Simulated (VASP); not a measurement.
# BN in VASP: single point with PBE+D3(BJ)

Aim: the single point of BN with PBE+D3(BJ).

Everything below comes from runs of VASP 6.6.1. Logs are shortened: lines on timing, memory, paths and dates and some standing lists are left out, and cuts for length are marked.

## Step 1: The cell of the first run

The cell holds a sheet with vacuum, 4 atoms: a = 2.508 Å, b = 2.508 Å, c = 30.828 Å, α = 90.00°, β = 90.00°, γ = 120.00°.

## Step 2: Single point, PBE+D3(BJ)

POSCAR reads:

```
BN
1.0
    2.5077748725     -0.0042205746      0.0000000000
   -1.2502410931      2.1738949154      0.0000000000
    0.0000000000      0.0000000000     30.8281993600
B N
2 2
Direct
    0.9168578436      1.0833032869      0.2375522807
    0.5831421564      0.4166967131      0.3463287235
    0.5835235456      0.4166351032      0.2375025583
    0.9164764544      0.0833648968      0.3463784459
```

INCAR.step1 reads:

```
PREC     = Accurate       # precision mode
ENCUT    = 520            # plane-wave cutoff, eV
EDIFF    = 1E-6           # SCF threshold, eV
ISMEAR   = 0              # smearing method
SIGMA    = 0.02           # smearing width, eV
LREAL    = F              # projectors in reciprocal space
LASPH    = T              # aspherical terms in the spheres
NELM     = 80             # most SCF steps
ALGO     = Normal         # electronic algorithm
ISIF     = 2              # what is computed and relaxed
LWAVE    = F              # write WAVECAR
LCHARG   = T              # write CHGCAR
LDIPOL   = T            
IDIPOL   = 3            
DIPOL    = 0.5 0.5 0.292
GGA      = PE             # functional
IVDW     = 12             # dispersion correction
NBANDS   = 16             # bands
```

KPOINTS.step1 reads:

```
regular mesh
0
Gamma
  12 12 1
```

INCAR.step2 reads:

```
PREC     = Accurate       # precision mode
ENCUT    = 520            # plane-wave cutoff, eV
EDIFF    = 1E-6           # SCF threshold, eV
ISMEAR   = -5             # smearing method
SIGMA    = 0.02           # smearing width, eV
LREAL    = F              # projectors in reciprocal space
LASPH    = T              # aspherical terms in the spheres
NELM     = 80             # most SCF steps
ALGO     = Normal         # electronic algorithm
ISIF     = 2              # what is computed and relaxed
LWAVE    = F              # write WAVECAR
LCHARG   = F              # write CHGCAR
LDIPOL   = T            
IDIPOL   = 3            
DIPOL    = 0.5 0.5 0.292
GGA      = PE             # functional
IVDW     = 12             # dispersion correction
LORBIT   = 11             # projections on sites
NEDOS    = 2001           # points of the DOS
ICHARG   = 11             # starting density
```

KPOINTS.step2 reads:

```
regular mesh
0
Gamma
  18 18 1
```

Potentials or basis: VASP PAW PBE potentials, release 64 (B, N).

Run with:

```console
$ cat potpaw_PBE.64/B/POTCAR potpaw_PBE.64/N/POTCAR > POTCAR
$ cp INCAR.step1 INCAR
$ cp KPOINTS.step1 KPOINTS
$ mpirun -np 1 vasp_std > vasp.out
$ cp INCAR.step2 INCAR
$ cp KPOINTS.step2 KPOINTS
$ mpirun -np 1 vasp_std > vasp.out
```

OUTCAR:

```text
PREC = Accurate
   ENCUT = 520
   EDIFF = 1E-6
   ISMEAR = -5
   LREAL = F
   LASPH = T
   NELM = 80
   ISIF = 2
   GGA = PE
   IVDW = 12
   LORBIT = 11
   ICHARG = 11
 IVDW          = 12

 ion  position               nearest neighbor table
   1  0.917  0.083  0.238-   3 1.45   3 1.45   3 1.45
   2  0.583  0.417  0.346-   4 1.45   4 1.45   4 1.45
   3  0.584  0.417  0.238-   1 1.45   1 1.45   1 1.45
   4  0.916  0.083  0.346-   2 1.45   2 1.45   2 1.45

  LATTYP: Found a hexagonal cell.
 ALAT       =     2.5077784241
 C/A-ratio  =    12.2930315788

  Lattice vectors:

 A1 = (   2.5077748725,  -0.0042205746,   0.0000000000)
 A2 = (  -1.2502410931,   2.1738949154,   0.0000000000)
 A3 = (   0.0000000000,   0.0000000000,  30.8281993600)

Analysis of symmetry for initial positions (statically):
=====================================================================
 Subroutine PRICEL returns:
 Original cell was already a primitive cell.

 Routine SETGRP: Setting up the symmetry group for a
 hexagonal supercell.

 Subroutine GETGRP returns: Found  2 space group operations
 (whereof  1 operations were pure point group operations)
 out of a pool of 24 trial point group operations.

The static configuration has the point symmetry C_1 .
 The point group associated with its full space group is S_2 .

Analysis of symmetry for dynamics (positions and initial velocities):
=====================================================================
 Subroutine PRICEL returns:
 Original cell was already a primitive cell.

 Routine SETGRP: Setting up the symmetry group for a
 hexagonal supercell.

 Subroutine GETGRP returns: Found  2 space group operations
 (whereof  1 operations were pure point group operations)
 out of a pool of 24 trial point group operations.

The dynamic configuration has the point symmetry C_1 .
 The point group associated with its full space group is S_2 .

 Subroutine INISYM returns: Found  2 space group operations
 (whereof  1 operations are pure point group operations),
 and found     1 'primitive' translations

----------------------------------------------------------------------------------------

                                     Primitive cell

  volume of cell :     167.9015

  direct lattice vectors                    reciprocal lattice vectors
     2.507774873 -0.004220575  0.000000000     0.399146218  0.229555256  0.000000000
    -1.250241093  2.173894915  0.000000000     0.000774935  0.460449513  0.000000000
     0.000000000  0.000000000 30.828199360     0.000000000  0.000000000  0.032437834

  length of vectors
     2.507778424  2.507772297 30.828199360     0.460449040  0.460450165  0.032437834

  position of ions in fractional coordinates (direct lattice)
     0.916857844  0.083303287  0.237552281
     0.583142156  0.416696713  0.346328724
     0.583523546  0.416635103  0.237502558
     0.916476454  0.083364897  0.346378446

  ion indices of the primitive-cell ions
   primitive index   ion index
                 1           1
                 2           2
                 3           3
                 4           4

----------------------------------------------------------------------------------------

 KPOINTS: regular mesh

Automatic generation of k-mesh.
 Grid dimensions read from file:
 generate k-points for:   18   18    1

 Generating k-lattice:

  Cartesian coordinates                     Fractional coordinates (reciprocal lattice)
     0.022174790  0.012753070  0.000000000     0.055555556  0.000000000  0.000000000
     0.000043052  0.025580528  0.000000000     0.000000000  0.055555556  0.000000000
     0.000000000  0.000000000  0.032437834     0.000000000  0.000000000  1.000000000

  Length of vectors
     0.025580502  0.025580565  0.032437834

  Shift w.r.t. Gamma in fractional coordinates (k-lattice)
     0.000000000  0.000000000  0.000000000

 TETIRR: Found    972 inequivalent tetrahedra from     1944

 Subroutine IBZKPT returns following result:
 ===========================================

 Found    164 irreducible k-points:

 Following reciprocal coordinates:
            Coordinates               Weight
  0.000000  0.000000  0.000000      1.000000
  0.055556 -0.000000  0.000000      2.000000
  0.000000  0.055556  0.000000      2.000000
 -0.055556  0.055556  0.000000      2.000000
  0.111111 -0.000000  0.000000      2.000000
  0.000000  0.111111  0.000000      2.000000
[... 16 lines left out ...]
  0.444444 -0.000000  0.000000      2.000000
  0.000000  0.444444  0.000000      2.000000
 [... further k-points ...]
   k-points           NKPTS =    164   k-points in BZ     NKDIM =    164   number of bands    NBANDS=     12
   number of dos      NEDOS =   2001   number of ions     NIONS =      4
   total plane-waves  NPLWV =  96000
   dimension x,y,z NGX =    20 NGY =   20 NGZ =  240
   dimension x,y,z NGXF=    40 NGYF=   40 NGZF=  480
   ions per type =               2   2
   NGX,Y,Z   is equivalent  to a cutoff of  13.26, 13.26, 12.94 a.u.
   NGXF,Y,Z  is equivalent  to a cutoff of  26.52, 26.52, 25.88 a.u.
 SYSTEM =  unknown system
   PREC   = accura    normal or accurate (medium, high low for compatibility)
   ISTART =      0    job   : 0-new  1-cont  2-samecut
   ICHARG =     11    charge: 1-file 2-atom 10-const
   ISPIN  =      1    spin polarized calculation?
   LNONCOLLINEAR =      F non collinear calculations
   LSORBIT =      F    spin-orbit coupling
   LASPH  =      T    aspherical Exc in radial PAW
   ENCUT  =  520.0 eV  38.22 Ry    6.18 a.u.   4.66  4.66 57.32*2*pi/ulx,y,z
   NELM   =     80;   NELMIN=  2; NELMDL=  0     # of ELM steps
   EDIFF  = 0.1E-05   stopping-criterion for ELM
   LREAL  =      F    real-space projection
   EDIFFG = 0.1E-04   stopping-criterion for IOM
   NSW    =      0    number of steps for IOM
   IBRION =     -1    ionic relax: 0-MD 1-quasi-New 2-CG
   NFREE  =      0    steps in history (QN), initial steepest desc. (CG)
   ISIF   =      2    stress and relaxation
   ISYM   =      2    0-nonsym 1-usesym 2-fastsym
   POTIM  = 0.5000    time-step for ionic-motion
   TEBEG  =    0.0;   TEEND  =   0.0 temperature during run
   PSTRESS=    0.0 pullay stress
   NELECT =      16.0000    total number of electrons
   NUPDOWN=      -1.0000    fix difference up-down
   EMIN   =  10.00;   EMAX   =-10.00  energy-range for DOS
   EFERMI =   0.00;   METHOD = LEGACY
   ISMEAR =    -5;   SIGMA  =   0.02  broadening in eV -4-tet -1-fermi 0-gaus
   EFERMI_NEDOS =   21; number of points for ismear=-14 and -15
   IALGO  =     38    algorithm
   IMIX   =      4    mixing-type and parameters
     AMIX     =   0.40;   BMIX     =  1.00
     AMIX_MAG =   1.60;   BMIX_MAG =  1.00
  volume/ion in A,a.u.               =      41.98       283.26
  Fermi-wavevector in a.u.,A,eV,Ry     =   0.747762  1.413065  7.607666  0.559148
  Thomas-Fermi vector in A             =   1.843892
   LORBIT       =     11    0 simple, 1 ext, 2 COOP (PROOUT), +10 PAW based schemes
   GGA     = PE    functional components
   LHFCALC =     F    Hartree Fock is set to
   AEXX    =    0.0000 exact exchange contribution
   IVDW    =    12    specifies the selected vdW correction
   LEPSILON=     F    determine dielectric tensor
   LRPA    =     F    only Hartree local field effects (RPA)
 non-spin polarized calculation
 Fermi weights with tetrahedron method with Bloechl corrections
  energy-cutoff  :      520.00
  volume of cell :      167.90
 maximum number of plane-waves:      4563

 number of electron      15.9999999 magnetization

 dipolmoment           0.000000      0.000000      0.000001 electrons x Angstroem

 Free energy of the ion-electron system (eV)
  ---------------------------------------------------
  ext. energy  EPLUGINS =         0.00000000
  ---------------------------------------------------
  free energy    TOTEN  =       -35.18100155 eV

  energy without entropy =      -35.18100155  energy(sigma->0) =      -35.18100155

 E-fermi :  -4.1121     XC(G=0):  -2.4708

 val. band max:       -4.1158979498   @ k =   0.3333   0.3333   0.0000
 cond. band min:       0.3859091910   @ k =   0.5000   0.0000   0.0000
 fundamental gap:      4.5018071408
 Fermi energy:        -4.1120721249

 k-point     1 :       0.0000    0.0000    0.0000
  band No.  band energies     occupation
      1     -21.8020      2.00000
      2     -21.6655      2.00000
      3      -9.8077      2.00000
      4      -8.8069      2.00000
      5      -5.4388      2.00000
      6      -5.4387      2.00000
      7      -5.4219      2.00000
      8      -5.4218      2.00000
      9       0.7123      0.00000
     10       1.1948      0.00000
     11       1.7723      0.00000
     12       2.0893      0.00000

 k-point     2 :       0.0556   -0.0000    0.0000
  band No.  band energies     occupation
      1     -21.7422      2.00000
      2     -21.6066      2.00000
      3      -9.7265      2.00000
      4      -8.7297      2.00000
      5      -5.6928      2.00000
      6      -5.6777      2.00000
      7      -5.5572      2.00000
      8      -5.5394      2.00000
      9       0.8166      0.00000
     10       1.2908      0.00000
     11       1.8709      0.00000
     12       2.1873      0.00000
[... 316 lines left out ...]
 k-point    24 :       0.0000    0.4444    0.0000
  band No.  band energies     occupation
      1     -18.8573      2.00000
      2     -18.8048      2.00000
      3     -12.7081      2.00000
      4     -12.6731      2.00000
      5      -8.1668      2.00000
      6      -8.1373      2.00000
      7      -5.5626      2.00000
      8      -4.9822      2.00000
      9       0.7511      0.00000
     10       1.3742      0.00000
     11       5.3993      0.00000
     12       5.7567      0.00000

 [... further k-points ...]

------------------------ aborting loop because EDIFF is reached ----------------------------------------

 vacuum level on the upper side and lower side of the slab       (xc-potential included)        -0.009        -0.009

 Edisp (eV)   -0.42132

 E8    (eV) :    -0.1299

  FORCE on cell =-STRESS in cart. coord.  units (eV):
  Direction    XX          YY          ZZ          XY          YZ          ZX
  --------------------------------------------------------------------------------------
  -------------------------------------------------------------------------------------
  Total       0.03650     0.03726    -0.03550     0.00040    -0.00002     0.00014
  in kB       0.34831     0.35559    -0.33876     0.00379    -0.00020     0.00136
  external pressure =        0.12 kB  Pullay stress =        0.00 kB

 VOLUME and BASIS-vectors are now :
 -----------------------------------------------------------------------------
  energy-cutoff  :      520.00
  volume of cell :      167.90
      direct lattice vectors                 reciprocal lattice vectors
     2.507774873 -0.004220575  0.000000000     0.399146218  0.229555256  0.000000000
    -1.250241093  2.173894915  0.000000000     0.000774935  0.460449513  0.000000000
     0.000000000  0.000000000 30.828199360     0.000000000  0.000000000  0.032437834

 POSITION                                       TOTAL-FORCE (eV/Angst)
 -----------------------------------------------------------------------------------
      2.19512      0.17722      7.32331        -0.000109     -0.000060     -0.000435
      0.94142      0.90339     10.67669         0.000109      0.000060      0.000435
      0.94245      0.90326      7.32178         0.000103      0.000071      0.000722
      2.19409      0.17736     10.67822        -0.000103     -0.000071     -0.000722
 -----------------------------------------------------------------------------------
    total drift:                               -0.000000     -0.000000      0.000168

  FREE ENERGIE OF THE ION-ELECTRON SYSTEM (eV)
  ---------------------------------------------------
  free  energy   TOTEN  =       -35.6023209455 eV

  energy  without entropy=      -35.6023209455  energy(sigma->0) =      -35.60232095

 vacuum level on the upper side and lower side of the slab         1.739         1.739

 total charge

# of ion       s       p       d       tot
------------------------------------------
    1        0.743   1.421   0.000   2.163
    2        0.743   1.421   0.000   2.163
    3        1.225   2.793   0.000   4.018
    4        1.225   2.793   0.000   4.018
--------------------------------------------------
tot          3.935   8.427   0.000  12.362
```

Wall time 12 min (1 thread of Intel Xeon 8259CL, shared host); peak memory 0.5 GiB.

Results:

* Valence electrons inside the program's atomic spheres: B 2.16; N 4.02
* Dispersion energy per atom: -0.105 eV
